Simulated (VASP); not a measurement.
A run of VASP 6.6.1 is set up as follows.

Contents of INCAR:

```
PREC = Accurate
ENCUT = 520
EDIFF = 1E-6
ISMEAR = 0
SIGMA = 0.2
LREAL = F
LASPH = T
NELM = 100
ALGO = Fast
ISIF = 2
LWAVE = F
LCHARG = T
GGA = PE
LELF = T
LVHAR = T
NBANDS = 48
```

Contents of KPOINTS:

```
Automatic mesh
0
Gamma
  4 4 2
```

The input POSCAR:

```
Si2Sn5
1.0
    5.0614303234      0.0000000000      0.0000000000
    0.0000000000      5.0614303234      0.0000000000
    0.0000000000      0.0000000000      8.8011033257
Si Sn
2 5
Direct
    0.5000000000      0.5000000000      0.9017669475
    0.5000000000      0.5000000000      0.6056508466
    0.0000000000      0.5000000000      0.0916148596
    0.5000000000      0.0000000000      0.0916148596
    0.0000000000      0.5000000000      0.7262136634
    0.5000000000      0.0000000000      0.7262136634
    0.5000000000      0.5000000000      0.3090816898
```

Potentials or basis: VASP PAW PBE potentials, release 64 (Si, Sn_d).

The run is started by

```sh
$ cat potpaw_PBE.64/Si/POTCAR potpaw_PBE.64/Sn_d/POTCAR > POTCAR
$ mpirun -np 1 vasp_std > vasp.out
```

(1) What does it give for the largest force?

(2) Estimate the pressure.

(3) Estimate the band gap on the k mesh.

## Answers

(1) 0.060 eV/Å.

(2) -0.1 GPa.

(3) zero (bands 39 and 40 overlap by 1.47 eV).

Caveat: spin-orbit coupling is left out, which moves the levels of the heavy elements.
